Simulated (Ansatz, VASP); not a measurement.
**Two plane-wave programs on Cu**

```
CELL_PARAMETERS angstrom
0.00000 1.77014 1.77014
1.77014 0.00000 1.77014
1.77014 1.77014 0.00000
ATOMIC_POSITIONS crystal
Cu 0.00000 0.00000 0.00000
```

Alike in both runs: task single point; functional PBEsol; k mesh 20 × 20 × 20; occupations fermi-dirac, width 0.15 eV; no spin polarisation.

```csv
,VASP,Ansatz
version,VASP 6.6.1,Ansatz 0.2.0
potentials or method,"VASP PAW PBE potentials, release 64 (Cu), cutoff 520 eV","scalar-relativistic, plane waves, PAW"
valence electrons in the cell,11,19
```

|  | VASP | Ansatz | Ansatz less VASP |
| --- | --- | --- | --- |
| gap on the k mesh at the Fermi level (eV) | none | none | - |
| pressure (GPa) | 4.2 | 3.6 | -0.66 |

VASP's potentials were made for PBE, not for PBEsol. A gap of «none» marks a metal or a gap that the smearing closes. With one functional, cell and mesh, what is left measures potentials, basis and numerics. VASP's potentials hold 11 valence electrons a cell and Ansatz's 19, so a difference there can come from the potentials and not from the codes.
